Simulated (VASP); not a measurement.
# Al12H in VASP: relaxation of the atoms with LDA

Aim: the relaxation of the atoms of Al12H with LDA.

Program: VASP 6.6.1. These are calculated values, not measurements. Logs are shortened: lines on timing, memory, paths and dates and some standing lists are left out, and cuts for length are marked.

### 1 The cell of the first run

The cell holds a slab with vacuum, 13 atoms: a = 5.634 Å, b = 5.634 Å, c = 20.032 Å, α = 90.00°, β = 90.00°, γ = 120.00°.

### 2 Relaxation of the atoms, LDA

The input, INCAR:

```
  PREC = Accurate
  ENCUT = 520
  EDIFF = 1E-6
  ISMEAR = 0
  SIGMA = 0.1
  LREAL = False
  LASPH = True
  NELM = 100
  ALGO = Fast
  ISIF = 2
  LWAVE = False
  LCHARG = False
  LDIPOL = True
  IDIPOL = 3
  DIPOL = 0.5 0.5 0.327
  IBRION = 2
  NSW = 36
  EDIFFG = -0.025
```

The input, KPOINTS:

```
Automatic mesh
0
Gamma
  6 6 1
```

The input, POSCAR:

```
Al12H
1.0
    5.6336864728      0.0000000000      0.0000000000
   -2.8168432364      4.8789156024      0.0000000000
    0.0000000000      0.0000000000     20.0321727773
Al H
12 1
Selective dynamics
Direct
    0.3333333333      0.1666666667      0.1996787889  F F F
    0.3333333333      0.6666666667      0.1996787889  F F F
    0.8333333333      0.1666666667      0.1996787889  F F F
    0.8333333333      0.6666666667      0.1996787889  F F F
    0.1666666667      0.3333333333      0.3128097090  F F F
    0.1666666667      0.8333333333      0.3128097090  F F F
    0.6666666667      0.3333333333      0.3128097090  F F F
    0.6666666667      0.8333333333      0.3128097090  F F F
    0.0000000000      0.0000000000      0.4259234818  F F F
    0.0000000000      0.5000000000      0.4259234818  F F F
    0.5000000000      0.0000000000      0.4259234818  F F F
    0.5000000000      0.5000000000      0.4259234818  F F F
    0.0833333333      0.1666666667      0.4990987476  F F T
```

Potentials or basis: VASP PAW LDA potentials, release 64 (Al, H).

The run is started by

```sh
> cat potpaw_LDA.64/Al/POTCAR potpaw_LDA.64/H/POTCAR > POTCAR
> mpirun -np 1 vasp_std > vasp.out
```

OUTCAR:

```text
PREC = Accurate
   ENCUT = 520
   EDIFF = 1E-6
   ISMEAR = 0
   LREAL = False
   LASPH = True
   NELM = 100
   ISIF = 2
   IBRION = 2
   NSW = 36
   EDIFFG = -0.025

 ion  position               nearest neighbor table
   1  0.333  0.167  0.200-   5 2.79   6 2.79   7 2.79   4 2.82   2 2.82   2 2.82   4 2.82   3 2.82
                             3 2.82
   2  0.333  0.667  0.200-   6 2.79   5 2.79   8 2.79   3 2.82   1 2.82   1 2.82   3 2.82   4 2.82
                             4 2.82
   3  0.833  0.167  0.200-   7 2.79   8 2.79   5 2.79   4 2.82   2 2.82   4 2.82   2 2.82   1 2.82
                             1 2.82
   4  0.833  0.667  0.200-   8 2.79   7 2.79   6 2.79   3 2.82   1 2.82   3 2.82   1 2.82   2 2.82
                             2 2.82
   5  0.167  0.333  0.313-   9 2.79  12 2.79  10 2.79   1 2.79   2 2.79   3 2.79   8 2.82   6 2.82
                             6 2.82   8 2.82   7 2.82   7 2.82
   6  0.167  0.833  0.313-  10 2.79  11 2.79   9 2.79   2 2.79   1 2.79   4 2.79   7 2.82   5 2.82
                             5 2.82   7 2.82   8 2.82   8 2.82
   7  0.667  0.333  0.313-  11 2.79  10 2.79  12 2.79   3 2.79   4 2.79   1 2.79   8 2.82   6 2.82
                             8 2.82   6 2.82   5 2.82   5 2.82
   8  0.667  0.833  0.313-  12 2.79   9 2.79  11 2.79   4 2.79   3 2.79   2 2.79   7 2.82   5 2.82
                             7 2.82   5 2.82   6 2.82   6 2.82
   9  0.000  0.000  0.426-  13 1.68   5 2.79   8 2.79   6 2.79  12 2.82  10 2.82  10 2.82  12 2.82
                            11 2.82  11 2.82
  10  0.000  0.500  0.426-   6 2.79   7 2.79   5 2.79   9 2.82  11 2.82   9 2.82  11 2.82  12 2.82
                            12 2.82
  11  0.500  0.000  0.426-   7 2.79   6 2.79   8 2.79  10 2.82  12 2.82  12 2.82  10 2.82   9 2.82
                             9 2.82
  12  0.500  0.500  0.426-   8 2.79   5 2.79   7 2.79   9 2.82  11 2.82  11 2.82   9 2.82  10 2.82
                            10 2.82
  13  0.083  0.167  0.499-   9 1.68

  LATTYP: Found a hexagonal cell.
 ALAT       =     5.6336864728
 C/A-ratio  =     3.5557840987

  Lattice vectors:

 A1 = (   5.6336864728,   0.0000000000,   0.0000000000)
 A2 = (  -2.8168432364,   4.8789156024,   0.0000000000)
 A3 = (   0.0000000000,   0.0000000000,  20.0321727773)

Analysis of symmetry for initial positions (statically):
=====================================================================
 Subroutine PRICEL returns:
 Original cell was already a primitive cell.

 Routine SETGRP: Setting up the symmetry group for a
 hexagonal supercell.

 Subroutine GETGRP returns: Found  2 space group operations
 (whereof  2 operations were pure point group operations)
 out of a pool of 24 trial point group operations.

The static configuration has the point symmetry C_1h.

Analysis of symmetry for dynamics (positions and initial velocities):
=====================================================================
 Subroutine PRICEL returns:
[... 158 lines left out ...]
   GGA     = CA    functional components
   LHFCALC =     F    Hartree Fock is set to
   AEXX    =    0.0000 exact exchange contribution
   IVDW    =     0    specifies the selected vdW correction
   LEPSILON=     F    determine dielectric tensor
   LRPA    =     F    only Hartree local field effects (RPA)
 conjugate gradient relaxation of ions
 non-spin polarized calculation
 RMM-DIIS sequential band-by-band and
 Gauss-broadening in eV      SIGMA  =   0.10
  energy-cutoff  :      520.00
  volume of cell :      550.61
 maximum number of plane-waves:     14919
 NGX is ok and might be reduce to    42
   NGX = 21   NGY = 21   NGZ = 75

 dipolmoment           0.000000      0.000000     -0.102302 electrons x Angstroem

--------------------------------------- Ionic step        1  -------------------------------------------

 number of electron      37.0000001 magnetization

 Free energy of the ion-electron system (eV)
  ---------------------------------------------------
  ext. energy  EPLUGINS =         0.00000000
  ---------------------------------------------------
  free energy    TOTEN  =       -50.03319744 eV

  energy without entropy =      -50.01533624  energy(sigma->0) =      -50.02426684

------------------------ aborting loop because EDIFF is reached ----------------------------------------

  FORCE on cell =-STRESS in cart. coord.  units (eV):
  Direction    XX          YY          ZZ          XY          YZ          ZX
  --------------------------------------------------------------------------------------
  -------------------------------------------------------------------------------------
  Total       -2.1717378     -2.6883598      0.9058378      0.0000000     -0.3468226      0.0000000
  in kB       -6.3193722     -7.8226506      2.6358276      0.0000000     -1.0091923      0.0000000
  external PRESSURE =      -3.8353984 kB  Pullay stress =       0.0000000 kB
[... 81 lines left out ...]
--------------------------------------- Ionic step        3  -------------------------------------------

 number of electron      37.0000001 magnetization

 dipolmoment           0.000000      0.000000      0.046173 electrons x Angstroem

 Free energy of the ion-electron system (eV)
  ---------------------------------------------------
  ext. energy  EPLUGINS =         0.00000000
  ---------------------------------------------------
  free energy    TOTEN  =       -50.03585243 eV

  energy without entropy =      -50.01825835  energy(sigma->0) =      -50.02705539

 E-fermi :   0.1497     XC(G=0):  -4.5945

 val. band max:        0.0493686889   @ k =   0.5000   0.3333   0.0000
 cond. band min:       0.1903801439   @ k =   0.1667   0.1667   0.0000
 fundamental gap:      0.1410114550
 Fermi energy:         0.1497073550

 k-point     1 :       0.0000    0.0000    0.0000
  band No.  band energies     occupation
      1     -10.7402      2.00000
      2      -9.0344      2.00000
      3      -6.4584      2.00000
      4      -4.8838      2.00000
      5      -4.7261      2.00000
      6      -4.7082      2.00000
[... 353 lines left out ...]
     24       2.2160      0.00000
     25       2.8896      0.00000

------------------------ aborting loop because EDIFF is reached ----------------------------------------

 vacuum level on the upper side and lower side of the slab       (xc-potential included)         0.142        -0.154

  FORCE on cell =-STRESS in cart. coord.  units (eV):
  Direction    XX          YY          ZZ          XY          YZ          ZX
  --------------------------------------------------------------------------------------
  -------------------------------------------------------------------------------------
  Total       -2.1192976     -2.5818093      1.1809946      0.0000000     -0.2195940      0.0000000
  in kB       -6.1667806     -7.5126077      3.4364850      0.0000000     -0.6389798      0.0000000
  external PRESSURE =      -3.4143011 kB  Pullay stress =       0.0000000 kB
[... 28 lines left out ...]
  FREE ENERGIE OF THE ION-ELECTRON SYSTEM (eV)
  ---------------------------------------------------
  free  energy   TOTEN  =       -50.0358524305 eV

  energy  without entropy=      -50.0182583543  energy(sigma->0) =      -50.02705539

 reached required accuracy - stopping structural energy minimisation

 vacuum level on the upper side and lower side of the slab         4.533         4.234
```

OSZICAR:

```text
N       E                     dE             d eps       ncg     rms          rms(c)
DAV:   1     0.140391985168E+03    0.14039E+03   -0.11397E+04   650   0.104E+03
DAV:   2    -0.430582794505E+02   -0.18345E+03   -0.17856E+03   872   0.178E+02
DAV:   3    -0.523398139732E+02   -0.92815E+01   -0.90631E+01   867   0.410E+01
[... 30 lines left out ...]
RMM:   2    -0.500358995181E+02    0.95741E-04   -0.10904E-03   678   0.168E-01    0.520E-02
RMM:   3    -0.500359291308E+02   -0.29613E-04   -0.55709E-04   711   0.894E-02    0.248E-02
RMM:   4    -0.500358522138E+02    0.76917E-04   -0.17388E-04   723   0.449E-02    0.798E-03
RMM:   5    -0.500358514522E+02    0.76157E-06   -0.28673E-05   668   0.223E-02    0.382E-03
RMM:   6    -0.500358524305E+02   -0.97828E-06   -0.62343E-06   539   0.111E-02
   3 F= -.50035852E+02 E0= -.50027055E+02  d E =-.265499E-02
```

It took 7.4 min on 1 thread of Oxide Virtual Turin-like, shared host; peak memory 0.45 GiB.

What came out:

| Item | Value |
| --- | --- |
| Free energy | -50.0359 eV |
| Energy gained by relaxing | 0.2 meV/atom |
| Ionic steps | 3 |
| Band gap on the k mesh | zero (an odd number of electrons rules out a gap without spin polarisation) |

The path:
| step | energy change (eV) | largest force on free atoms (eV/Å) | pressure (GPa) |
| --- | --- | --- | --- |
| 1 | 0.0000 | 0.1905 | -0.38 |
| 2 | -0.0015 | 0.1292 | -0.37 |
| 3 | -0.0027 | 0.0068 | -0.34 |

Final structure:
```
CELL_PARAMETERS angstrom
5.63369 0.00000 0.00000
-2.81684 4.87892 0.00000
0.00000 0.00000 20.03217
ATOMIC_POSITIONS crystal
Al 0.33333 0.16667 0.19968
Al 0.33333 0.66667 0.19968
Al 0.83333 0.16667 0.19968
Al 0.83333 0.66667 0.19968
Al 0.16667 0.33333 0.31281
Al 0.16667 0.83333 0.31281
Al 0.66667 0.33333 0.31281
Al 0.66667 0.83333 0.31281
Al 0.00000 0.00000 0.42592
Al 0.00000 0.50000 0.42592
Al 0.50000 0.00000 0.42592
Al 0.50000 0.50000 0.42592
H 0.08333 0.16667 0.49767
```

Levels at points of the mesh, in eV from the Fermi level:
| k point | band 15 | band 16 | band 17 | band 18 | band 19 | band 20 | band 21 | band 22 |
| --- | --- | --- | --- | --- | --- | --- | --- | --- |
| (0.00, 0.00, 0.00) | -2.84 | -2.81 | -1.67 | -0.43 | -0.37 | -0.32 | -0.16 | -0.15 |
| (0.50, 0.00, 0.00) | -0.61 | -0.58 | -0.45 | -0.25 | 0.10 | 0.92 | 0.98 | 1.26 |
| (0.00, 0.50, 0.00) | -0.58 | -0.58 | -0.30 | -0.27 | -0.10 | 0.89 | 0.92 | 1.28 |
